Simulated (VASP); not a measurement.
# TiAl in VASP: a series of runs

TiAl is run at these levels: PBE0, revPBE, rSCAN, HSE06; tasks: single point.

Everything below comes from runs of VASP 6.6.1. Logs are shortened: lines on timing, memory, paths and dates and some standing lists are left out, and cuts for length are marked.

## (1) The cell of the first run

Symmetry: P-6m2, No. 187, hexagonal system. Conventional cell: a = 2.867 Å, b = 2.867 Å, c = 4.678 Å, α = 90.00°, β = 90.00°, γ = 120.00°. Within 3.8 Å of Ti (site symmetry -6m2) lie 6 Al at 2.87 Å and 6 Ti at 2.87 Å. Within 3.8 Å of Al (site symmetry -6m2) lie 6 Ti at 2.87 Å and 6 Al at 2.87 Å.

## (2) Single point, PBE0

Input file POSCAR:

```
TiAl
1.0
    2.8672622327      0.0000000000      0.0000000000
   -1.4336311163      2.4831219328      0.0000000000
    0.0000000000      0.0000000000      4.6780830000
Ti Al
1 1
Direct
    0.0000000000      0.0000000000      0.0000000000
    0.3333333333      0.6666666667      0.5000000000
```

Input file INCAR.step1:

```
PREC = Accurate
ENCUT = 520
EDIFF = 1E-5
ISMEAR = -1
SIGMA = 0.05
LREAL = F
LASPH = T
NELM = 60
ALGO = Normal
ISIF = 2
LWAVE = T
LCHARG = F
GGA = PE
NBANDS = 14
```

Input file INCAR.step2:

```
PREC = Accurate
ENCUT = 520
EDIFF = 1E-6
ISMEAR = -1
SIGMA = 0.05
LREAL = F
LASPH = T
NELM = 60
ALGO = Normal
ISIF = 2
LWAVE = F
LCHARG = F
GGA = PE
LHFCALC = T
AEXX = 0.25
PRECFOCK = Normal
ISTART = 1
NBANDS = 14
```

Input file KPOINTS:

```
Automatic mesh
0
Gamma
  6 6 4
```

Potentials or basis: VASP PAW PBE potentials, release 64 (Ti_sv, Al).

Launch:

```sh
$ cat potpaw_PBE.64/Ti_sv/POTCAR potpaw_PBE.64/Al/POTCAR > POTCAR
$ cp INCAR.step1 INCAR
$ mpirun -np 1 vasp_std > vasp.out
$ cp INCAR.step2 INCAR
$ mpirun -np 1 vasp_std > vasp.out
```

OUTCAR:

```text
PREC = Accurate
   ENCUT = 520
   EDIFF = 1E-6
   ISMEAR = -1
   LREAL = F
   LASPH = T
   NELM = 60
   ISIF = 2
   GGA = PE
   LHFCALC = T
   AEXX = 0.25
   PRECFOCK = Normal
   ISTART = 1

 ion  position               nearest neighbor table
   1  0.000  0.000  0.000-   2 2.87   2 2.87   2 2.87   2 2.87   2 2.87   2 2.87
   2  0.333  0.667  0.500-   1 2.87   1 2.87   1 2.87   1 2.87   1 2.87   1 2.87

  LATTYP: Found a hexagonal cell.
 ALAT       =     2.8672622327
 C/A-ratio  =     1.6315504549

  Lattice vectors:

 A1 = (   2.8672622327,   0.0000000000,   0.0000000000)
 A2 = (  -1.4336311163,   2.4831219328,   0.0000000000)
 A3 = (   0.0000000000,   0.0000000000,   4.6780830000)

Analysis of symmetry for initial positions (statically):
=====================================================================
 Subroutine PRICEL returns:
 Original cell was already a primitive cell.

 Routine SETGRP: Setting up the symmetry group for a
 hexagonal supercell.

 Subroutine GETGRP returns: Found 12 space group operations
 (whereof 12 operations were pure point group operations)
 out of a pool of 24 trial point group operations.

The static configuration has the point symmetry D_3h.

Analysis of symmetry for dynamics (positions and initial velocities):
=====================================================================
 Subroutine PRICEL returns:
 Original cell was already a primitive cell.

 Routine SETGRP: Setting up the symmetry group for a
 hexagonal supercell.

 Subroutine GETGRP returns: Found 12 space group operations
 (whereof 12 operations were pure point group operations)
 out of a pool of 24 trial point group operations.

The dynamic configuration has the point symmetry D_3h.

 Subroutine INISYM returns: Found 12 space group operations
 (whereof 12 operations are pure point group operations),
 and found     1 'primitive' translations

----------------------------------------------------------------------------------------

                                     Primitive cell

  volume of cell :      33.3068

  direct lattice vectors                    reciprocal lattice vectors
     2.867262233  0.000000000  0.000000000     0.348764751  0.201359423  0.000000000
[... 96 lines left out ...]
   EFERMI =   0.00;   METHOD = LEGACY
   ISMEAR =    -1;   SIGMA  =   0.05  broadening in eV -4-tet -1-fermi 0-gaus
   EFERMI_NEDOS =   21; number of points for ismear=-14 and -15
   IALGO  =     38    algorithm
   IMIX   =      1    mixing-type and parameters
     AMIX     =   0.40;   BMIX     =  1.00
     AMIX_MAG =   1.60;   BMIX_MAG =  1.00
  volume/ion in A,a.u.               =      16.65       112.38
  Fermi-wavevector in a.u.,A,eV,Ry     =   1.254857  2.371335 21.424622  1.574665
  Thomas-Fermi vector in A             =   2.388641
   LORBIT       =      0    0 simple, 1 ext, 2 COOP (PROOUT), +10 PAW based schemes
   GGA     = PE    functional components
   LHFCALC =     T    Hartree Fock is set to
   PRECFOCK=normal    Normal, Fast or Accurate (Low or Medium for compatibility)
   ENCUT4O =  -1.0   cutoff for four orbital integrals eV
   NKREDX  =     1    reduce k-point grid by
   NKREDY  =     1    reduce k-point grid by
   NKREDZ  =     1    reduce k-point grid by
   AEXX    =    0.2500 exact exchange contribution
   HFSCREEN=    0.0000 screening length (either q_TF or 0.3 A-1)
   HFSCREENC=   0.0000 screening length for correlation (either q_TF or 0.3 A-1)
   ENCUTFOCK=  -1.0 apply spherical cutoff to Coloumb kernel
   IVDW    =     0    specifies the selected vdW correction
   LEPSILON=     F    determine dielectric tensor
   LRPA    =     F    only Hartree local field effects (RPA)
 non-spin polarized calculation
  energy-cutoff  :      520.00
  volume of cell :       33.31
 maximum number of plane-waves:       917
 NGX is ok and might be reduce to    24
  NGX = 16; NGY = 16; NGZ = 28

 number of electron      15.0000001 magnetization

 Free energy of the ion-electron system (eV)
  ---------------------------------------------------
  ext. energy  EPLUGINS =         0.00000000
  ---------------------------------------------------
  free energy    TOTEN  =       -15.48541244 eV

  energy without entropy =      -15.48333365  energy(sigma->0) =      -15.48437305

 E-fermi :   7.7368     XC(G=0):  -8.6116

 val. band max:        7.6575275667   @ k =   0.3333  -0.0000   0.5000
 cond. band min:       8.0578320558   @ k =   0.3333  -0.0000   0.2500
 fundamental gap:      0.4003044891
 Fermi energy:         7.7368422468

 k-point     1 :       0.0000    0.0000    0.0000
  band No.  band energies     occupation
      1     -54.0941      2.00000
      2     -28.6970      2.00000
      3     -28.3446      2.00000
      4     -28.3446      2.00000
      5      -2.8876      2.00000
      6       4.3229      2.00000
      7       5.0280      2.00000
      8      10.0862      0.00000
      9      10.0862      0.00000
     10      11.8949      0.00000
     11      11.8949      0.00000
     12      12.7392      0.00000
     13      22.2732      0.00000
     14      22.2732      0.00000
[... 326 lines left out ...]
      1     -53.9789      2.00000
      2     -28.7883      2.00000
      3     -28.7753      2.00000
      4     -28.5648      2.00000
      5       5.2949      2.00000
      6       5.3447      2.00000
      7       6.3568      2.00000
      8       6.6530      2.00000
      9       7.3026      1.99966
     10       9.7998      0.00000
     11      12.2966      0.00000
     12      13.5413      0.00000
     13      14.3973      0.00000
     14      15.0872      0.00000

------------------------ aborting loop because EDIFF is reached ----------------------------------------

  FORCE on cell =-STRESS in cart. coord.  units (eV):
  Direction    XX          YY          ZZ          XY          YZ          ZX
  --------------------------------------------------------------------------------------
  -------------------------------------------------------------------------------------
  Total       -0.3340119     -0.3340119     -0.6458363     -0.0000000     -0.0000000      0.0000000
  in kB      -16.0671585    -16.0671585    -31.0670222     -0.0000000     -0.0000000      0.0000000
  external PRESSURE =     -21.0671131 kB  Pullay stress =       0.0000000 kB

 VOLUME and BASIS-vectors are now :
 -----------------------------------------------------------------------------
  energy-cutoff  :      520.00
  volume of cell :       33.31
      direct lattice vectors                 reciprocal lattice vectors
     2.867262233  0.000000000  0.000000000     0.348764751  0.201359423  0.000000000
    -1.433631116  2.483121933  0.000000000     0.000000000  0.402718846  0.000000000
     0.000000000  0.000000000  4.678083000     0.000000000  0.000000000  0.213762774

 POSITION                                       TOTAL-FORCE (eV/Angst)
 -----------------------------------------------------------------------------------
      0.00000      0.00000      0.00000        -0.000000      0.000000      0.000000
     -0.00000      1.65541      2.33904         0.000000      0.000000      0.000000
 -----------------------------------------------------------------------------------
    total drift:                               -0.000000     -0.000000     -0.000000

  FREE ENERGIE OF THE ION-ELECTRON SYSTEM (eV)
  ---------------------------------------------------
  free  energy   TOTEN  =       -15.4854124411 eV

  energy  without entropy=      -15.4833336510  energy(sigma->0) =      -15.48437305
```

OUTCAR.step1:

```text
PREC = Accurate
   ENCUT = 520
   EDIFF = 1E-5
   ISMEAR = -1
   LREAL = F
[... 574 lines left out ...]
      0.00000      0.00000      0.00000         0.000000     -0.000000      0.000000
     -0.00000      1.65541      2.33904        -0.000000      0.000000      0.000000
 -----------------------------------------------------------------------------------
    total drift:                                0.000000     -0.000000      0.000000

  FREE ENERGIE OF THE ION-ELECTRON SYSTEM (eV)
  ---------------------------------------------------
  free  energy   TOTEN  =       -12.1036281234 eV

  energy  without entropy=      -12.0731253903  energy(sigma->0) =      -12.08837676
```

OSZICAR.step1:

```text
N       E                     dE             d eps       ncg     rms          rms(c)
DAV:   1     0.102084815240E+03    0.10208E+03   -0.70691E+03   588   0.109E+03
DAV:   2    -0.755969478134E+01   -0.10964E+03   -0.10511E+03   606   0.303E+02
DAV:   3    -0.134568403043E+02   -0.58971E+01   -0.57744E+01   910   0.681E+01
DAV:   4    -0.136422279015E+02   -0.18539E+00   -0.18520E+00   644   0.108E+01
DAV:   5    -0.136501413058E+02   -0.79134E-02   -0.79129E-02   900   0.222E+00    0.918E+00
DAV:   6    -0.124084380638E+02    0.12417E+01   -0.59215E+00   674   0.299E+01    0.375E+00
DAV:   7    -0.121287161624E+02    0.27972E+00   -0.75304E-01   672   0.994E+00    0.196E+00
DAV:   8    -0.121075534537E+02    0.21163E-01   -0.14293E-01   672   0.444E+00    0.826E-01
DAV:   9    -0.121057705813E+02    0.17829E-02   -0.39118E-02   678   0.287E+00    0.338E-01
DAV:  10    -0.121035707818E+02    0.21998E-02   -0.58247E-03   748   0.953E-01    0.735E-02
DAV:  11    -0.121036544422E+02   -0.83660E-04   -0.64952E-04   738   0.237E-01    0.573E-02
DAV:  12    -0.121036374139E+02    0.17028E-04   -0.43515E-05   686   0.683E-02    0.307E-02
DAV:  13    -0.121036281234E+02    0.92905E-05   -0.16230E-05   626   0.471E-02
   1 F= -.12103628E+02 E0= -.12088377E+02  d E =-.305027E-01
```

It took 21 min on 1 thread of AMD EPYC 7R43 (Zen 3), shared host; peak memory 0.14 GiB.

Results:

```yaml
Free_energy: -15.4854 eV
Pressure: -2.1 GPa
Band_gap_on_the_k_mesh: zero (an odd number of electrons rules out a gap without spin polarisation)
```

Caveat: the k points lie up to 0.42 Å⁻¹ apart, too coarse for converged energies and pressures of a metal; the PAW data sets were made with another functional, which shifts forces and pressure a little.

[end of part 1 of 2]
